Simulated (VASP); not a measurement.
# Cs (Pm-3m) in VASP: single point with PBEsol

Aim: the single point of Cs with PBEsol.

Everything below comes from runs of VASP 6.6.1. Logs are shortened: lines on timing, memory, paths and dates and some standing lists are left out, and cuts for length are marked.

### Step 1. The cell of the first run

Symmetry: Pm-3m, No. 221, cubic system. The conventional cell has a = 4.567 Å, b = 4.567 Å, c = 4.567 Å, α = 90.00°, β = 90.00°, γ = 90.00°.

This isn't the form of Cs at room conditions, which is bcc.

### Step 2. Single point, PBEsol

The input, INCAR:

```
ALGO = Normal
EDIFF = 1E-6
ENCUT = 500
GGA = PS
GGA_COMPAT = False
ISIF = 2
ISMEAR = -1
LASPH = True
LCHARG = False
LREAL = False
LWAVE = False
NBANDS = 10
NELM = 120
PREC = Accurate
SIGMA = 0.01
```

The input, KPOINTS:

```
k-points
0
Gamma
  4 4 4
```

The input, POSCAR:

```
Cs
1.0
    4.5667000000      0.0000000000      0.0000000000
    0.0000000000      4.5667000000      0.0000000000
    0.0000000000      0.0000000000      4.5667000000
Cs
1
Direct
    0.0000000000      0.0000000000      0.0000000000
```

Potentials or basis: VASP PAW PBE potentials, release 64 (Cs_sv).

Launch:

```
$ cat potpaw_PBE.64/Cs_sv/POTCAR > POTCAR
$ mpirun -np 1 vasp_std > vasp.out
```

OUTCAR:

```text
EDIFF = 1E-6
   ENCUT = 500
   GGA = PS
   ISIF = 2
   ISMEAR = -1
   LASPH = True
   LREAL = False
   NELM = 120
   PREC = Accurate

 ion  position               nearest neighbor table
   1  0.000  0.000  0.000-

  LATTYP: Found a simple cubic cell.
 ALAT       =     4.5667000000

  Lattice vectors:

 A1 = (   4.5667000000,   0.0000000000,   0.0000000000)
 A2 = (   0.0000000000,   4.5667000000,   0.0000000000)
 A3 = (   0.0000000000,   0.0000000000,   4.5667000000)

Analysis of symmetry for initial positions (statically):
=====================================================================
 Subroutine PRICEL returns:
 Original cell was already a primitive cell.

 Routine SETGRP: Setting up the symmetry group for a
 simple cubic supercell.

 Subroutine GETGRP returns: Found 48 space group operations
 (whereof 48 operations were pure point group operations)
 out of a pool of 48 trial point group operations.

The static configuration has the point symmetry O_h .

Analysis of symmetry for dynamics (positions and initial velocities):
=====================================================================
 Subroutine PRICEL returns:
 Original cell was already a primitive cell.

 Routine SETGRP: Setting up the symmetry group for a
 simple cubic supercell.

 Subroutine GETGRP returns: Found 48 space group operations
 (whereof 48 operations were pure point group operations)
 out of a pool of 48 trial point group operations.

The dynamic configuration has the point symmetry O_h .

 Subroutine INISYM returns: Found 48 space group operations
 (whereof 48 operations are pure point group operations),
 and found     1 'primitive' translations

----------------------------------------------------------------------------------------

                                     Primitive cell

  volume of cell :      95.2374

  direct lattice vectors                    reciprocal lattice vectors
     4.566700000  0.000000000  0.000000000     0.218976504  0.000000000  0.000000000
     0.000000000  4.566700000  0.000000000     0.000000000  0.218976504  0.000000000
     0.000000000  0.000000000  4.566700000     0.000000000  0.000000000  0.218976504

  length of vectors
     4.566700000  4.566700000  4.566700000     0.218976504  0.218976504  0.218976504

  position of ions in fractional coordinates (direct lattice)
     0.000000000  0.000000000  0.000000000

  ion indices of the primitive-cell ions
   primitive index   ion index
                 1           1

----------------------------------------------------------------------------------------

 KPOINTS: k-points

Automatic generation of k-mesh.
 Grid dimensions read from file:
 generate k-points for:    4    4    4

 Generating k-lattice:

  Cartesian coordinates                     Fractional coordinates (reciprocal lattice)
     0.054744126  0.000000000  0.000000000     0.250000000  0.000000000  0.000000000
     0.000000000  0.054744126  0.000000000     0.000000000  0.250000000  0.000000000
     0.000000000  0.000000000  0.054744126     0.000000000  0.000000000  0.250000000

  Length of vectors
     0.054744126  0.054744126  0.054744126

  Shift w.r.t. Gamma in fractional coordinates (k-lattice)
     0.000000000  0.000000000  0.000000000

 Subroutine IBZKPT returns following result:
 ===========================================

 Found     10 irreducible k-points:

 Following reciprocal coordinates:
            Coordinates               Weight
  0.000000  0.000000  0.000000      1.000000
  0.250000  0.000000  0.000000      6.000000
  0.500000  0.000000  0.000000      3.000000
  0.250000  0.250000  0.000000     12.000000
  0.500000  0.250000  0.000000     12.000000
  0.500000  0.500000  0.000000      3.000000
  0.250000  0.250000  0.250000      8.000000
  0.500000  0.250000  0.250000     12.000000
  0.500000  0.500000  0.250000      6.000000
  0.500000  0.500000  0.500000      1.000000
   k-points           NKPTS =     10   k-points in BZ     NKDIM =     10   number of bands    NBANDS=     10
   number of dos      NEDOS =    301   number of ions     NIONS =      1
   total plane-waves  NPLWV =  46656
   dimension x,y,z NGX =    36 NGY =   36 NGZ =   36
   dimension x,y,z NGXF=    72 NGYF=   72 NGZF=   72
   ions per type =               1
   NGX,Y,Z   is equivalent  to a cutoff of  13.11, 13.11, 13.11 a.u.
   NGXF,Y,Z  is equivalent  to a cutoff of  26.21, 26.21, 26.21 a.u.
 SYSTEM =  unknown system
   PREC   = accura    normal or accurate (medium, high low for compatibility)
   ISTART =      0    job   : 0-new  1-cont  2-samecut
   ICHARG =      2    charge: 1-file 2-atom 10-const
   ISPIN  =      1    spin polarized calculation?
   LNONCOLLINEAR =      F non collinear calculations
   LSORBIT =      F    spin-orbit coupling
   LASPH  =      T    aspherical Exc in radial PAW
   ENCUT  =  500.0 eV  36.75 Ry    6.06 a.u.   8.33  8.33  8.33*2*pi/ulx,y,z
   NELM   =    120;   NELMIN=  2; NELMDL= -5     # of ELM steps
   EDIFF  = 0.1E-05   stopping-criterion for ELM
   LREAL  =      F    real-space projection
[... 7 lines left out ...]
   TEBEG  =    0.0;   TEEND  =   0.0 temperature during run
   PSTRESS=    0.0 pullay stress
   NELECT =       9.0000    total number of electrons
   NUPDOWN=      -1.0000    fix difference up-down
   EMIN   =  10.00;   EMAX   =-10.00  energy-range for DOS
   EFERMI =   0.00;   METHOD = LEGACY
   ISMEAR =    -1;   SIGMA  =   0.01  broadening in eV -4-tet -1-fermi 0-gaus
   EFERMI_NEDOS =   21; number of points for ismear=-14 and -15
   IALGO  =     38    algorithm
   IMIX   =      4    mixing-type and parameters
     AMIX     =   0.40;   BMIX     =  1.00
     AMIX_MAG =   1.60;   BMIX_MAG =  1.00
  volume/ion in A,a.u.               =      95.24       642.69
  Fermi-wavevector in a.u.,A,eV,Ry     =   0.745681  1.409133  7.565389  0.556040
  Thomas-Fermi vector in A             =   1.841325
   LORBIT       =      0    0 simple, 1 ext, 2 COOP (PROOUT), +10 PAW based schemes
   GGA     = PS    functional components
   LHFCALC =     F    Hartree Fock is set to
   AEXX    =    0.0000 exact exchange contribution
   IVDW    =     0    specifies the selected vdW correction
   LEPSILON=     F    determine dielectric tensor
   LRPA    =     F    only Hartree local field effects (RPA)
 non-spin polarized calculation
  energy-cutoff  :      500.00
  volume of cell :       95.24
 maximum number of plane-waves:      2469
 NGX is ok and might be reduce to    36
   NGX = 17   NGY = 17   NGZ = 17

 number of electron       9.0000002 magnetization

 Free energy of the ion-electron system (eV)
  ---------------------------------------------------
  ext. energy  EPLUGINS =         0.00000000
  ---------------------------------------------------
  free energy    TOTEN  =        -0.83842609 eV

  energy without entropy =       -0.83782936  energy(sigma->0) =       -0.83812773

 E-fermi :   0.9326     XC(G=0):  -5.9878

 val. band max:        0.9256238789   @ k =   0.5000   0.5000   0.0000
 cond. band min:       1.2332718344   @ k =   0.5000   0.2500   0.0000
 fundamental gap:      0.3076479555
 Fermi energy:         0.9325553508

 k-point     1 :       0.0000    0.0000    0.0000
  band No.  band energies     occupation
      1     -23.0603      2.00000
      2      -9.6850      2.00000
      3      -9.6850      2.00000
      4      -9.6850      2.00000
      5      -0.9612      2.00000
      6       2.1330      0.00000
      7       2.1330      0.00000
      8       5.9013      0.00000
      9       5.9013      0.00000
     10       5.9013      0.00000

 k-point     2 :       0.2500    0.0000    0.0000
  band No.  band energies     occupation
      1     -23.0495      2.00000
      2      -9.8820      2.00000
      3      -9.6676      2.00000
      4      -9.6676      2.00000
      5      -0.3521      2.00000
      6       2.3086      0.00000
      7       2.3635      0.00000
      8       4.6522      0.00000
      9       4.6522      0.00000
     10       5.6406      0.00000

 k-point     3 :       0.5000    0.0000    0.0000
  band No.  band energies     occupation
      1     -23.0386      2.00000
      2     -10.0653      2.00000
      3      -9.6500      2.00000
      4      -9.6500      2.00000
      5       0.7137      2.00000
      6       1.5037      0.00000
      7       2.6551      0.00000
      8       4.0351      0.00000
      9       4.0351      0.00000
     10       6.1226      0.00000

 k-point     4 :       0.2500    0.2500    0.0000
  band No.  band energies     occupation
      1     -23.0388      2.00000
      2      -9.8659      2.00000
      3      -9.8520      2.00000
      4      -9.6507      2.00000
      5       0.2066      2.00000
      6       2.2797      0.00000
      7       2.8208      0.00000
      8       3.6231      0.00000
      9       4.6874      0.00000
     10       5.0693      0.00000

 k-point     5 :       0.5000    0.2500    0.0000
  band No.  band energies     occupation
      1     -23.0281      2.00000
      2     -10.0376      2.00000
      3      -9.8356      2.00000
      4      -9.6337      2.00000
      5       1.2333      0.00000
      6       1.4047      0.00000
      7       3.1519      0.00000
      8       3.5683      0.00000
      9       4.2406      0.00000
     10       5.1033      0.00000

 k-point     6 :       0.5000    0.5000    0.0000
  band No.  band energies     occupation
      1     -23.0175      2.00000
      2     -10.0094      2.00000
      3     -10.0094      2.00000
      4      -9.6172      2.00000
      5       0.9256      1.33333
      6       2.2487      0.00000
      7       3.4820      0.00000
      8       3.4820      0.00000
      9       4.4920      0.00000
     10       4.4920      0.00000

 k-point     7 :       0.2500    0.2500    0.2500
  band No.  band energies     occupation
      1     -23.0283      2.00000
      2      -9.8495      2.00000
      3      -9.8306      2.00000
      4      -9.8306      2.00000
      5       0.6770      2.00000
      6       2.7812      0.00000
      7       2.7812      0.00000
      8       3.5343      0.00000
      9       4.0114      0.00000
     10       4.0114      0.00000

 k-point     8 :       0.5000    0.2500    0.2500
  band No.  band energies     occupation
      1     -23.0177      2.00000
      2     -10.0112      2.00000
      3      -9.8202      2.00000
      4      -9.8089      2.00000
      5       1.3394      0.00000
      6       2.0427      0.00000
      7       2.5851      0.00000
      8       3.7089      0.00000
      9       4.0471      0.00000
     10       5.0727      0.00000

 k-point     9 :       0.5000    0.5000    0.2500
  band No.  band energies     occupation
      1     -23.0073      2.00000
      2      -9.9844      2.00000
      3      -9.9844      2.00000
      4      -9.7933      2.00000
      5       1.2696      0.00000
      6       2.4003      0.00000
      7       2.4003      0.00000
      8       3.4720      0.00000
      9       5.4421      0.00000
     10       5.4562      0.00000

 k-point    10 :       0.5000    0.5000    0.5000
  band No.  band energies     occupation
      1     -22.9970      2.00000
      2      -9.9590      2.00000
      3      -9.9590      2.00000
      4      -9.9590      2.00000
      5       1.8151      0.00000
      6       1.8151      0.00000
      7       1.8151      0.00000
      8       4.0729      0.00000
      9       5.9268      0.00000
     10       5.9268      0.00000

------------------------ aborting loop because EDIFF is reached ----------------------------------------

  FORCE on cell =-STRESS in cart. coord.  units (eV):
  Direction    XX          YY          ZZ          XY          YZ          ZX
  --------------------------------------------------------------------------------------
  -------------------------------------------------------------------------------------
  Total        0.2279246      0.2279246      0.2279246      0.0000000     -0.0000000      0.0000000
  in kB        3.8343726      3.8343726      3.8343726      0.0000000     -0.0000000      0.0000000
  external PRESSURE =       3.8343726 kB  Pullay stress =       0.0000000 kB

 VOLUME and BASIS-vectors are now :
 -----------------------------------------------------------------------------
  energy-cutoff  :      500.00
  volume of cell :       95.24
      direct lattice vectors                 reciprocal lattice vectors
     4.566700000  0.000000000  0.000000000     0.218976504  0.000000000  0.000000000
     0.000000000  4.566700000  0.000000000     0.000000000  0.218976504  0.000000000
     0.000000000  0.000000000  4.566700000     0.000000000  0.000000000  0.218976504

 POSITION                                       TOTAL-FORCE (eV/Angst)
 -----------------------------------------------------------------------------------
      0.00000      0.00000      0.00000         0.000000      0.000000      0.000000
 -----------------------------------------------------------------------------------
    total drift:                               -0.000000     -0.000000     -0.000000

  FREE ENERGIE OF THE ION-ELECTRON SYSTEM (eV)
  ---------------------------------------------------
  free  energy   TOTEN  =        -0.8384260948 eV

  energy  without entropy=       -0.8378293628  energy(sigma->0) =       -0.83812773
```

Wall time 14 s (1 thread of AMD EPYC 7R43 (Zen 3), shared host); peak memory 0.16 GiB.

Results:

```yaml
Free_energy: -0.8384 eV
Pressure: 0.4 GPa
Band_gap_on_the_k_mesh: zero (an odd number of electrons rules out a gap without spin polarisation)
```

Caveat: the PAW data sets were made with another functional, which shifts forces and pressure a little; spin-orbit coupling is left out, which moves the levels of the heavy elements.

The gap in the log of VASP goes by the Fermi energy; the results here count the filled bands.